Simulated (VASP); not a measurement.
# Sn (P6_3/mmc) in VASP: relaxation of cell and atoms with r2SCAN

Aim: the relaxation of cell and atoms of Sn with r2SCAN.

Everything below comes from runs of VASP 6.6.1. Logs are shortened: lines on timing, memory, paths and dates and some standing lists are left out, and cuts for length are marked.

## (1) The cell of the first run

It takes space group P6_3/mmc (No. 194, hexagonal). The conventional cell has a = 4.866 Å, b = 4.866 Å, c = 6.847 Å, α = 90.00°, β = 90.00°, γ = 120.00°. Sn (site symmetry -6m2) has 5 Sn at 2.81 to 3.42 Å within 3.7 Å. Within 3.7 Å of Sn (site symmetry -6m2) lie 3 Sn at 2.81 Å.

This isn't the form of Sn at room conditions, which is tetragonal (white tin).

## (2) Relaxation of cell and atoms, r2SCAN

POSCAR reads:

```
Sn
1.0
    4.8663034110      0.0000000000      0.0000000000
   -2.4331517055      4.2143423764      0.0000000000
    0.0000000000      0.0000000000      6.8465987228
Sn
4
Direct
    0.0000000000      0.0000000000      0.2500000000
    0.0000000000      0.0000000000      0.7500000000
    0.3333333333      0.6666666667      0.7500000000
    0.6666666667      0.3333333333      0.2500000000
```

INCAR.step1 reads:

```
SYSTEM = Sn
  ALGO = Normal
  EDIFF = 1E-5
  EDIFFG = -0.005
  ENCUT = 550
  GGA = PE
  GGA_COMPAT = .False.
  IBRION = 2
  ISIF = 3
  ISMEAR = 0
  LASPH = .True.
  LCHARG = .False.
  LREAL = .False.
  LWAVE = .True.
  NELM = 120
  NELMIN = 4
  NSW = 100
  PREC = Accurate
  SIGMA = 0.1
```

INCAR.step2 reads:

```
SYSTEM = Sn
  ALGO = Normal
  EDIFF = 1E-7
  EDIFFG = -0.04
  ENCUT = 550
  GGA_COMPAT = .False.
  IBRION = 2
  ISIF = 3
  ISMEAR = 0
  ISTART = 1
  LASPH = .True.
  LCHARG = .False.
  LMIXTAU = .True.
  LREAL = .False.
  LWAVE = .False.
  METAGGA = R2SCAN
  NELM = 120
  NELMIN = 4
  NSW = 90
  PREC = Accurate
  SIGMA = 0.1
```

KPOINTS reads:

```
k-points
0
Gamma
  6 6 4
  0 0 0
```

Potentials or basis: VASP PAW PBE potentials, release 64 (Sn_d).

Command:

```sh
$ cat potpaw_PBE.64/Sn_d/POTCAR > POTCAR
$ cp INCAR.step1 INCAR
$ mpirun -np 1 vasp_std > vasp.out
$ cp INCAR.step2 INCAR
$ mpirun -np 1 vasp_std > vasp.out
```

OUTCAR:

```text
SYSTEM = Sn
   EDIFF = 1E-7
   EDIFFG = -0.04
   ENCUT = 550
   IBRION = 2
   ISIF = 3
   ISMEAR = 0
   ISTART = 1
   LASPH = .True.
   LREAL = .False.
   METAGGA = R2SCAN
   NELM = 120
   NELMIN = 4
   NSW = 90
   PREC = Accurate

 ion  position               nearest neighbor table
   1  0.000  0.000  0.250-   4 2.81   4 2.81   4 2.81   2 3.42   2 3.42
   2  0.000  0.000  0.750-   3 2.81   3 2.81   3 2.81   1 3.42   1 3.42
   3  0.333  0.667  0.750-   2 2.81   2 2.81   2 2.81
   4  0.667  0.333  0.250-   1 2.81   1 2.81   1 2.81

  LATTYP: Found a hexagonal cell.
 ALAT       =     4.8663034110
 C/A-ratio  =     1.4069403702

  Lattice vectors:

 A1 = (   4.8663034110,   0.0000000000,   0.0000000000)
 A2 = (  -2.4331517055,   4.2143423764,   0.0000000000)
 A3 = (   0.0000000000,   0.0000000000,   6.8465987228)

Analysis of symmetry for initial positions (statically):
=====================================================================
 Subroutine PRICEL returns:
 Original cell was already a primitive cell.

 Routine SETGRP: Setting up the symmetry group for a
 hexagonal supercell.

 Subroutine GETGRP returns: Found 24 space group operations
 (whereof 12 operations were pure point group operations)
 out of a pool of 24 trial point group operations.

The static configuration has the point symmetry D_3d.
 The point group associated with its full space group is D_6h.

Analysis of symmetry for dynamics (positions and initial velocities):
=====================================================================
 Subroutine PRICEL returns:
 Original cell was already a primitive cell.

 Routine SETGRP: Setting up the symmetry group for a
 hexagonal supercell.

 Subroutine GETGRP returns: Found 24 space group operations
 (whereof 12 operations were pure point group operations)
 out of a pool of 24 trial point group operations.

The dynamic configuration has the point symmetry D_3d.
 The point group associated with its full space group is D_6h.

 Subroutine INISYM returns: Found 24 space group operations
 (whereof 12 operations are pure point group operations),
 and found     1 'primitive' translations

----------------------------------------------------------------------------------------

                                     Primitive cell

  volume of cell :     140.4119

  direct lattice vectors                    reciprocal lattice vectors
     4.866303411  0.000000000  0.000000000     0.205494791  0.118642473  0.000000000
    -2.433151705  4.214342376  0.000000000     0.000000000  0.237284945  0.000000000
[... 92 lines left out ...]
   ISYM   =      2    0-nonsym 1-usesym 2-fastsym
   POTIM  = 0.5000    time-step for ionic-motion
   TEBEG  =    0.0;   TEEND  =   0.0 temperature during run
   PSTRESS=    0.0 pullay stress
   NELECT =      56.0000    total number of electrons
   NUPDOWN=      -1.0000    fix difference up-down
   EMIN   =  10.00;   EMAX   =-10.00  energy-range for DOS
   EFERMI =   0.00;   METHOD = LEGACY
   ISMEAR =     0;   SIGMA  =   0.10  broadening in eV -4-tet -1-fermi 0-gaus
   EFERMI_NEDOS =   21; number of points for ismear=-14 and -15
   IALGO  =     38    algorithm
   IMIX   =      4    mixing-type and parameters
     AMIX     =   0.40;   BMIX     =  1.00
     AMIX_MAG =   1.60;   BMIX_MAG =  1.00
  volume/ion in A,a.u.               =      35.10       236.89
  Fermi-wavevector in a.u.,A,eV,Ry     =   1.205044  2.277203 19.757440  1.452131
  Thomas-Fermi vector in A             =   2.340752
   LORBIT       =      0    0 simple, 1 ext, 2 COOP (PROOUT), +10 PAW based schemes
   METAGGA = R2SCAN    functional components
   LHFCALC =     F    Hartree Fock is set to
   AEXX    =    0.0000 exact exchange contribution
   IVDW    =     0    specifies the selected vdW correction
   LEPSILON=     F    determine dielectric tensor
   LRPA    =     F    only Hartree local field effects (RPA)
 conjugate gradient relaxation of ions
 non-spin polarized calculation
 Gauss-broadening in eV      SIGMA  =   0.10
  energy-cutoff  :      550.00
  volume of cell :      140.41
 maximum number of plane-waves:      4136
 NGX is ok and might be reduce to    40
   NGX = 19   NGY = 19   NGZ = 27

--------------------------------------- Ionic step        1  -------------------------------------------

 number of electron      56.0000008 magnetization

 Free energy of the ion-electron system (eV)
  ---------------------------------------------------
  ext. energy  EPLUGINS =         0.00000000
  ---------------------------------------------------
  free energy    TOTEN  =       -97.11178120 eV

  energy without entropy =      -97.09572055  energy(sigma->0) =      -97.10375088

------------------------ aborting loop because EDIFF is reached ----------------------------------------

  FORCE on cell =-STRESS in cart. coord.  units (eV):
  Direction    XX          YY          ZZ          XY          YZ          ZX
  --------------------------------------------------------------------------------------
  -------------------------------------------------------------------------------------
  Total        1.7127122      1.7127122     -3.1184951      0.0000000      0.0000000     -0.0000000
  in kB       19.5429942     19.5429942    -35.5837549      0.0000000      0.0000000     -0.0000000
  external PRESSURE =       1.1674111 kB  Pullay stress =       0.0000000 kB
[... 139 lines left out ...]
--------------------------------------- Ionic step        5  -------------------------------------------

 number of electron      56.0000002 magnetization

 E-fermi :   6.0870     XC(G=0): -10.0399

 val. band max:        6.0388516934   @ k =   0.1667   0.1667   0.2500
 cond. band min:       6.1156093155   @ k =   0.3333   0.1667   0.5000
 fundamental gap:      0.0767576221
 Fermi energy:         6.0869503313

 k-point     1 :       0.0000    0.0000    0.0000
  band No.  band energies     occupation
      1     -16.4928      2.00000
      2     -16.2809      2.00000
      3     -16.2809      2.00000
      4     -16.2666      2.00000
      5     -16.2366      2.00000
      6     -16.2366      2.00000
[... 858 lines left out ...]
--------------------------------------- Ionic step        8  -------------------------------------------

 number of electron      55.9999997 magnetization

 Free energy of the ion-electron system (eV)
  ---------------------------------------------------
  ext. energy  EPLUGINS =         0.00000000
  ---------------------------------------------------
  free energy    TOTEN  =       -97.43152165 eV

  energy without entropy =      -97.41535306  energy(sigma->0) =      -97.42343736

 E-fermi :   5.8728     XC(G=0):  -9.9220

 val. band max:        5.8418504728   @ k =   0.1667   0.0000   0.5000
 cond. band min:       5.9191642738   @ k =   0.1667   0.1667   0.2500
 fundamental gap:      0.0773138010
 Fermi energy:         5.8728179589

 k-point     1 :       0.0000    0.0000    0.0000
  band No.  band energies     occupation
      1     -16.6770      2.00000
      2     -16.5001      2.00000
      3     -16.5001      2.00000
      4     -16.5000      2.00000
      5     -16.4740      2.00000
      6     -16.4740      2.00000
[... 776 lines left out ...]
  FREE ENERGIE OF THE ION-ELECTRON SYSTEM (eV)
  ---------------------------------------------------
  free  energy   TOTEN  =       -97.4315216524 eV

  energy  without entropy=      -97.4153530640  energy(sigma->0) =      -97.42343736

 reached required accuracy - stopping structural energy minimisation
```

OSZICAR.step1:

```text
N       E                     dE             d eps       ncg     rms          rms(c)
DAV:   1     0.549806435667E+03    0.54981E+03   -0.30030E+04  1394   0.256E+03
DAV:   2     0.577185438110E+02   -0.49209E+03   -0.48821E+03  1386   0.604E+02
DAV:   3    -0.109055097313E+02   -0.68624E+02   -0.67750E+02  1637   0.204E+02
DAV:   4    -0.138349927626E+02   -0.29295E+01   -0.29137E+01  1484   0.473E+01
[... 132 lines left out ...]
       N       E                     dE             d eps       ncg     rms          rms(c)
DAV:   1    -0.142226379642E+02   -0.75493E-06   -0.56317E-05  1205   0.951E-02    0.838E-03
DAV:   2    -0.142226356019E+02    0.23623E-05   -0.43429E-06   693   0.285E-02    0.387E-03
DAV:   3    -0.142226352629E+02    0.33899E-06   -0.15551E-06   693   0.150E-02    0.638E-04
DAV:   4    -0.142226356501E+02   -0.38714E-06   -0.16038E-07   693   0.370E-03
  18 F= -.14222636E+02 E0= -.14212159E+02  d E =0.332808E-06
```

Wall time 33 min (1 thread of Intel Xeon 6975P-C (Granite Rapids), shared host); peak memory 0.36 GiB.

What came out:

```yaml
Free_energy: -97.4315 eV
Relaxed_volume: 33.25 Å³/atom
Relaxed_cell: a = 5.046 Å, b = 5.046 Å, c = 6.033 Å, α = 90.00°, β = 90.00°, γ = 120.00°
Space_group_after_relaxing_to_0.1_Å: P6_3/mmc (No. 194)
Energy_gained_by_relaxing: 79.9 meV/atom
Ionic_steps: 8
Pressure_after_relaxing: -0.1 GPa
Band_gap_on_the_k_mesh: zero (bands 28 and 29 overlap by 2.31 eV)
```

The path:
| step | energy change (eV) | largest force (eV/Å) | pressure (GPa) | volume (Å³) |
| --- | --- | --- | --- | --- |
| 1 | 0.0000 | 0.0000 | 0.12 | 140.41 |
| 2 | -0.1590 | 0.0000 | -0.93 | 140.77 |
| 3 | -0.2066 | 0.0000 | -1.97 | 140.00 |
| 4 | -0.2705 | 0.0000 | -1.97 | 140.70 |
| 5 | -0.2999 | 0.0000 | 0.78 | 129.98 |
| 6 | -0.3144 | 0.0000 | -0.35 | 133.70 |
| 7 | -0.3144 | 0.0000 | -0.31 | 133.57 |
| 8 | -0.3197 | 0.0000 | -0.07 | 133.01 |

Final structure:
```
Sn
1.0
     5.04567    0.00000    0.00000
    -2.52283    4.36968    0.00000
     0.00000    0.00000    6.03262
Sn
4
Cartesian
  0.0000 0.0000 1.5082
  0.0000 0.0000 4.5245
  0.0000 2.9131 4.5245
  2.5228 1.4566 1.5082
```

Caveat: the PAW data sets were made with another functional, which shifts forces and pressure a little; spin-orbit coupling is left out, which moves the levels of the heavy elements.

The gap in the log of VASP goes by the Fermi energy; the results here count the filled bands.